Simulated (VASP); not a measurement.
# Co (P6_3/mmc) in VASP: further runs, part 2 of 3

VASP 6.6.1. The steps go on from the part before.

## 3. Single point, PBEsol, collinear spin, ferromagnetic start

File INCAR:

```
SYSTEM = Co
PREC = Accurate ; ENCUT = 520
EDIFF = 1E-6 ; ISMEAR = -1
SIGMA = 0.1 ; LREAL = .False.
LASPH = .True. ; NELM = 150
ALGO = Normal ; ISIF = 2
LWAVE = .False. ; LCHARG = .True.
ISPIN = 2 ; MAGMOM = 3 3
LORBIT = 11 ; LMAXMIX = 4
GGA = PS ; LELF = .True.
LVHAR = .True. ; NBANDS = 20
```

File KPOINTS:

```
regular mesh
0
Gamma
  14 14 8
  0 0 0
```

File POSCAR:

```
Co
1.0
    2.5359998200      0.0000000000      0.0000000000
   -1.2679999100      2.1962402600      0.0000000000
    0.0000000000      0.0000000000      4.1360000000
Co
2
Direct
    0.3333333300      0.6666666700      0.2500000000
    0.6666666700      0.3333333300      0.7500000000
```

Potentials or basis: VASP PAW PBE potentials, release 64 (Co).

Launch:

```bash
cat potpaw_PBE.64/Co/POTCAR > POTCAR
mpirun -np 1 vasp_std > vasp.out
```

OUTCAR:

```text
SYSTEM = Co
   PREC = Accurate
   ENCUT = 520
   EDIFF = 1E-6
   ISMEAR = -1
   LREAL = .False.
   LASPH = .True.
   NELM = 150
   ISIF = 2
   ISPIN = 2
   LORBIT = 11
   GGA = PS

 ion  position               nearest neighbor table
   1  0.333  0.667  0.250-   2 2.53   2 2.53   2 2.53   2 2.53   2 2.53   2 2.53
   2  0.667  0.333  0.750-   1 2.53   1 2.53   1 2.53   1 2.53   1 2.53   1 2.53

  LATTYP: Found a hexagonal cell.
 ALAT       =     2.5359998200
 C/A-ratio  =     1.6309149423

  Lattice vectors:

 A1 = (   2.5359998200,   0.0000000000,   0.0000000000)
 A2 = (  -1.2679999100,   2.1962402600,   0.0000000000)
 A3 = (   0.0000000000,   0.0000000000,   4.1360000000)

Analysis of symmetry for initial positions (statically):
=====================================================================
 Subroutine PRICEL returns:
 Original cell was already a primitive cell.

 Routine SETGRP: Setting up the symmetry group for a
 hexagonal supercell.

 Subroutine GETGRP returns: Found 24 space group operations
 (whereof 12 operations were pure point group operations)
 out of a pool of 24 trial point group operations.

The static configuration has the point symmetry D_3d.
 The point group associated with its full space group is D_6h.

Analysis of symmetry for dynamics (positions and initial velocities):
=====================================================================
 Subroutine PRICEL returns:
 Original cell was already a primitive cell.

 Routine SETGRP: Setting up the symmetry group for a
 hexagonal supercell.

 Subroutine GETGRP returns: Found 24 space group operations
 (whereof 12 operations were pure point group operations)
 out of a pool of 24 trial point group operations.

The dynamic configuration has the point symmetry D_3d.
 The point group associated with its full space group is D_6h.

Analysis of structural, dynamic, and magnetic symmetry:
=====================================================================
 Subroutine PRICEL returns:
 Original cell was already a primitive cell.

 Routine SETGRP: Setting up the symmetry group for a
 hexagonal supercell.

 Subroutine GETGRP returns: Found 24 space group operations
 (whereof 12 operations were pure point group operations)
 out of a pool of 24 trial point group operations.

The overall configuration has the point symmetry D_3d.
 The point group associated with its full space group is D_6h.

 Subroutine INISYM returns: Found 24 space group operations
 (whereof 12 operations are pure point group operations),
 and found     1 'primitive' translations

----------------------------------------------------------------------------------------

                                     Primitive cell

  volume of cell :      23.0361

  direct lattice vectors                    reciprocal lattice vectors
     2.535999820  0.000000000  0.000000000     0.394321795  0.227661795  0.000000000
    -1.267999910  2.196240260  0.000000000     0.000000000  0.455323590  0.000000000
     0.000000000  0.000000000  4.136000000     0.000000000  0.000000000  0.241779497

  length of vectors
[... 71 lines left out ...]
   NGXF,Y,Z  is equivalent  to a cutoff of  26.22, 26.22, 25.72 a.u.
 SYSTEM =  Co
   PREC   = accura    normal or accurate (medium, high low for compatibility)
   ISTART =      0    job   : 0-new  1-cont  2-samecut
   ICHARG =      2    charge: 1-file 2-atom 10-const
   ISPIN  =      2    spin polarized calculation?
   LNONCOLLINEAR =      F non collinear calculations
   LSORBIT =      F    spin-orbit coupling
   LASPH  =      T    aspherical Exc in radial PAW
   ENCUT  =  520.0 eV  38.22 Ry    6.18 a.u.   4.72  4.72  7.69*2*pi/ulx,y,z
   NELM   =    150;   NELMIN=  2; NELMDL= -5     # of ELM steps
   EDIFF  = 0.1E-05   stopping-criterion for ELM
   LREAL  =      F    real-space projection
   EDIFFG = 0.1E-04   stopping-criterion for IOM
   NSW    =      0    number of steps for IOM
   IBRION =     -1    ionic relax: 0-MD 1-quasi-New 2-CG
   NFREE  =      0    steps in history (QN), initial steepest desc. (CG)
   ISIF   =      2    stress and relaxation
   ISYM   =      2    0-nonsym 1-usesym 2-fastsym
   POTIM  = 0.5000    time-step for ionic-motion
   TEBEG  =    0.0;   TEEND  =   0.0 temperature during run
   PSTRESS=    0.0 pullay stress
   NELECT =      18.0000    total number of electrons
   NUPDOWN=      -1.0000    fix difference up-down
   EMIN   =  10.00;   EMAX   =-10.00  energy-range for DOS
   EFERMI =   0.00;   METHOD = LEGACY
   ISMEAR =    -1;   SIGMA  =   0.10  broadening in eV -4-tet -1-fermi 0-gaus
   EFERMI_NEDOS =   21; number of points for ismear=-14 and -15
   IALGO  =     38    algorithm
   IMIX   =      4    mixing-type and parameters
     AMIX     =   0.40;   BMIX     =  1.00
     AMIX_MAG =   1.60;   BMIX_MAG =  1.00
  volume/ion in A,a.u.               =      11.52        77.73
  Fermi-wavevector in a.u.,A,eV,Ry     =   1.507865  2.849452 30.934980  2.273657
  Thomas-Fermi vector in A             =   2.618395
   LORBIT       =     11    0 simple, 1 ext, 2 COOP (PROOUT), +10 PAW based schemes
   GGA     = PS    functional components
   LHFCALC =     F    Hartree Fock is set to
   AEXX    =    0.0000 exact exchange contribution
   IVDW    =     0    specifies the selected vdW correction
   LEPSILON=     F    determine dielectric tensor
   LRPA    =     F    only Hartree local field effects (RPA)
 spin polarized calculation
  energy-cutoff  :      520.00
  volume of cell :       23.04
 maximum number of plane-waves:       640
 NGX is ok and might be reduce to    20
   NGX =  9   NGY =  9   NGZ = 15

 number of electron      18.0000006 magnetization       3.3096475

 Free energy of the ion-electron system (eV)
  ---------------------------------------------------
  ext. energy  EPLUGINS =         0.00000000
  ---------------------------------------------------
  free energy    TOTEN  =       -15.33353927 eV

  energy without entropy =      -15.26256380  energy(sigma->0) =      -15.29805154

 E-fermi :   9.2619     XC(G=0): -13.2289

 val. band max:        9.2609994315   @ k =   0.4286   0.0000   0.5000
 cond. band min:       9.2647520556   @ k =   0.2143   0.1429   0.0000
 fundamental gap:      0.0037526242
 Fermi energy:         9.2618853038

 spin component 1

 k-point     1 :       0.0000    0.0000    0.0000
  band No.  band energies     occupation
      1       0.6262      1.00000
      2       4.3620      1.00000
      3       6.6902      1.00000
      4       6.7533      1.00000
      5       6.7533      1.00000
      6       7.0278      1.00000
[... 541 lines left out ...]
     19      25.1008      0.00000
     20      40.7362      0.00000

 [... further k-points ...]

 spin component 2

 k-point     1 :       0.0000    0.0000    0.0000
  band No.  band energies     occupation
      1       0.6800      1.00000
      2       5.3328      1.00000
      3       8.3338      0.99991
      4       8.4132      0.99979
      5       8.4132      0.99979
      6       8.7374      0.99475
[... 541 lines left out ...]
     19      25.5130      0.00000
     20      40.9467      0.00000

 [... further k-points ...]

------------------------ aborting loop because EDIFF is reached ----------------------------------------

  FORCE on cell =-STRESS in cart. coord.  units (eV):
  Direction    XX          YY          ZZ          XY          YZ          ZX
  --------------------------------------------------------------------------------------
  -------------------------------------------------------------------------------------
  Total       -2.7796369     -2.7796369     -3.0506246     -0.0000000      0.0000000      0.0000000
  in kB     -193.3254634   -193.3254620   -212.1728200     -0.0000000      0.0000000      0.0000000
  external PRESSURE =    -199.6079151 kB  Pullay stress =       0.0000000 kB

 VOLUME and BASIS-vectors are now :
 -----------------------------------------------------------------------------
  energy-cutoff  :      520.00
  volume of cell :       23.04
      direct lattice vectors                 reciprocal lattice vectors
     2.535999820  0.000000000  0.000000000     0.394321795  0.227661795  0.000000000
    -1.267999910  2.196240260  0.000000000     0.000000000  0.455323590  0.000000000
     0.000000000  0.000000000  4.136000000     0.000000000  0.000000000  0.241779497

 POSITION                                       TOTAL-FORCE (eV/Angst)
 -----------------------------------------------------------------------------------
     -0.00000      1.46416      1.03400         0.000000      0.000000      0.000000
      1.26800      0.73208      3.10200        -0.000000     -0.000000      0.000000
 -----------------------------------------------------------------------------------
    total drift:                               -0.000000      0.000000     -0.000000

  FREE ENERGIE OF THE ION-ELECTRON SYSTEM (eV)
  ---------------------------------------------------
  free  energy   TOTEN  =       -15.3335392690 eV

  energy  without entropy=      -15.2625638018  energy(sigma->0) =      -15.29805154

 total charge

# of ion       s       p       d       tot
------------------------------------------
    1        0.466   0.475   7.219   8.160
    2        0.466   0.475   7.219   8.160
--------------------------------------------------
tot          0.931   0.951  14.438  16.320

 magnetization (x)

# of ion       s       p       d       tot
------------------------------------------
    1       -0.013  -0.048   1.741   1.680
    2       -0.013  -0.048   1.741   1.680
--------------------------------------------------
tot         -0.027  -0.096   3.482   3.359
```

OSZICAR:

```text
N       E                     dE             d eps       ncg     rms          rms(c)
DAV:   1     0.839956588741E+02    0.83996E+02   -0.81352E+03  9992   0.119E+03
DAV:   2    -0.129272830131E+02   -0.96923E+02   -0.87315E+02  9708   0.214E+02
DAV:   3    -0.173659659727E+02   -0.44387E+01   -0.42718E+01 10924   0.558E+01
DAV:   4    -0.174322161547E+02   -0.66250E-01   -0.66203E-01 11700   0.600E+00
DAV:   5    -0.174341440514E+02   -0.19279E-02   -0.19278E-02 11136   0.969E-01    0.160E+01
DAV:   6    -0.159007050632E+02    0.15334E+01   -0.94789E+00 10808   0.616E+01    0.762E+00
DAV:   7    -0.153695803805E+02    0.53112E+00   -0.15803E+00 10880   0.232E+01    0.371E+00
DAV:   8    -0.153491825244E+02    0.20398E-01   -0.17402E-02 13408   0.136E+00    0.138E+00
DAV:   9    -0.153356309969E+02    0.13552E-01   -0.29864E-03 15668   0.872E-01    0.475E-01
DAV:  10    -0.153335828939E+02    0.20481E-02   -0.52303E-04 12304   0.257E-01    0.690E-02
DAV:  11    -0.153335529963E+02    0.29898E-04   -0.45705E-05 13844   0.991E-02    0.305E-02
DAV:  12    -0.153335429068E+02    0.10089E-04   -0.43094E-06 10468   0.165E-02    0.193E-02
DAV:  13    -0.153335391046E+02    0.38022E-05   -0.21053E-06  8856   0.151E-02    0.575E-03
DAV:  14    -0.153335392690E+02   -0.16444E-06   -0.29742E-07  5564   0.464E-03
   1 F= -.15333539E+02 E0= -.15298052E+02  d E =-.709755E-01  mag=     3.3098
```

Run time: 40 s. Hardware: 1 thread of Intel Xeon 6975P-C (Granite Rapids), shared host; peak memory 0.2 GiB.

What came out:

- Free energy: -15.3335 eV
- Pressure: -20.0 GPa
- Net moment: 3.31 μB per cell
- Site moments: Co +1.68 μB
- Valence electrons inside the program's atomic spheres: Co 8.16

Caveat: the PAW data sets were made with another functional, which shifts forces and pressure a little.

## 4. Single point, PBEsol, collinear spin, antiferromagnetic start

File INCAR:

```
PREC = Accurate ; ENCUT = 520
EDIFF = 1E-6 ; ISMEAR = -1
SIGMA = 0.1 ; LREAL = F
LASPH = T ; NELM = 150
ALGO = Normal ; ISIF = 2
LWAVE = F ; LCHARG = F
ISPIN = 2 ; MAGMOM = 3 -3
LORBIT = 11 ; LMAXMIX = 4
GGA = PS ; NBANDS = 20
```

File KPOINTS:

```
regular mesh
0
Gamma
  14 14 8
```

POSCAR is that of step 3.

Launch:

```bash
cat potpaw_PBE.64/Co/POTCAR > POTCAR
mpirun -np 1 vasp_std > vasp.out
```

Wall time 42 s (1 thread of Intel Xeon 6975P-C (Granite Rapids), shared host); peak memory 0.2 GiB.

The run converged. Its results:

```yaml
Free_energy: -14.9050 eV
Pressure: -24.2 GPa
Band_gap_on_the_k_mesh: zero (filled and empty bands overlap)
Net_moment: 0.00 μB per cell
Site_moments: Co +1.10, -1.10 μB
Valence_electrons_inside_the_program's_atomic_spheres: Co 8.16
```

Stress tensor (GPa, compression positive):
```
-24.69   0.00   0.00
  0.00 -24.69   0.00
  0.00   0.00 -23.17
```

Levels at points of the mesh, in eV from the Fermi level:
Spin up:
| k point | band 5 | band 6 | band 7 | band 8 | band 9 | band 10 | band 11 | band 12 | band 13 | band 14 |
| --- | --- | --- | --- | --- | --- | --- | --- | --- | --- | --- |
| (0.00, 0.00, 0.00) | -1.75 | -1.31 | -1.31 | -0.94 | -0.94 | -0.19 | 0.27 | 0.27 | 6.20 | 21.45 |
| (0.50, 0.00, 0.00) | -1.99 | -1.63 | -1.28 | -0.34 | 0.35 | 0.88 | 1.67 | 3.55 | 9.32 | 9.91 |
| (0.00, 0.00, 0.50) | -2.15 | -1.76 | -1.57 | -1.57 | -0.50 | -0.50 | 0.20 | 0.20 | 14.24 | 14.38 |
| (0.50, 0.00, 0.50) | -1.51 | -0.61 | -0.47 | -0.22 | -0.10 | 0.89 | 1.68 | 1.73 | 7.08 | 7.28 |
Spin down:
| k point | band 6 | band 7 | band 8 | band 9 | band 10 | band 11 | band 12 | band 13 |
| --- | --- | --- | --- | --- | --- | --- | --- | --- |
| (0.00, 0.00, 0.00) | -1.31 | -1.31 | -0.94 | -0.94 | -0.19 | 0.27 | 0.27 | 6.20 |
| (0.50, 0.00, 0.00) | -1.63 | -1.28 | -0.34 | 0.35 | 0.88 | 1.67 | 3.55 | 9.32 |
| (0.00, 0.00, 0.50) | -1.76 | -1.57 | -1.57 | -0.50 | -0.50 | 0.20 | 0.20 | 14.24 |
| (0.50, 0.00, 0.50) | -0.61 | -0.47 | -0.22 | -0.10 | 0.89 | 1.68 | 1.73 | 7.08 |

Caveat: the PAW data sets were made with another functional, which shifts forces and pressure a little.

## 5. Single point, PBEsol, collinear spin, ferromagnetic start

File INCAR:

```
ALGO = Normal ; EDIFF = 1E-6
ENCUT = 520 ; GGA = PS
ISIF = 2 ; ISMEAR = -1
ISPIN = 2 ; LASPH = T
LCHARG = F ; LMAXMIX = 4
LORBIT = 11 ; LREAL = F
LWAVE = F ; MAGMOM = 1.91 1.91
NBANDS = 20 ; NELM = 150
PREC = Accurate ; SIGMA = 0.1
```

File KPOINTS:

```
k-points
0
Gamma
  14 14 8
```

POSCAR is that of step 4.

Launch:

```bash
cat potpaw_PBE.64/Co/POTCAR > POTCAR
mpirun -np 1 vasp_std > vasp.out
```

Wall time 39 s (1 thread of Intel Xeon 6975P-C (Granite Rapids), shared host); peak memory 0.2 GiB.

It converged, with:

| Item | Value |
| --- | --- |
| Free energy | -15.3335 eV |
| Pressure | -20.0 GPa |
| Net moment | 3.31 μB per cell |
| Site moments | Co +1.68 μB |
| Valence electrons inside the program's atomic spheres | Co 8.16 |

Stress tensor (GPa, compression positive):
```
-19.34   0.00   0.00
  0.00 -19.34   0.00
  0.00   0.00 -21.23
```

Levels at points of the mesh, in eV from the Fermi level:
Spin up:
| k point | band 9 | band 10 | band 11 | band 12 | band 13 | band 14 |
| --- | --- | --- | --- | --- | --- | --- |
| (0.00, 0.00, 0.00) | -1.89 | -0.91 | -0.91 | -0.20 | 5.68 | 21.51 |
| (0.50, 0.00, 0.00) | -0.72 | -0.63 | 1.14 | 3.01 | 9.11 | 9.68 |
| (0.00, 0.00, 0.50) | -1.20 | -1.20 | -1.20 | -1.20 | 14.07 | 14.07 |
| (0.50, 0.00, 0.50) | -0.69 | -0.69 | 1.46 | 1.46 | 6.71 | 6.71 |
Spin down:
| k point | band 3 | band 4 | band 5 | band 6 | band 7 | band 8 | band 9 | band 10 | band 11 | band 12 |
| --- | --- | --- | --- | --- | --- | --- | --- | --- | --- | --- |
| (0.00, 0.00, 0.00) | -0.93 | -0.85 | -0.85 | -0.52 | -0.52 | -0.20 | -0.10 | -0.10 | 0.99 | 0.99 |
| (0.50, 0.00, 0.00) | -2.96 | -1.70 | -0.96 | -0.95 | -0.58 | 1.13 | 1.22 | 1.27 | 2.38 | 4.02 |
| (0.00, 0.00, 0.50) | -1.42 | -1.42 | -0.90 | -0.90 | -0.90 | -0.90 | 0.68 | 0.68 | 0.68 | 0.68 |
| (0.50, 0.00, 0.50) | -2.17 | -2.17 | -0.01 | -0.01 | 0.26 | 0.26 | 1.22 | 1.22 | 2.08 | 2.08 |

Caveat: the PAW data sets were made with another functional, which shifts forces and pressure a little.

(Continued in part 3 of 3.)
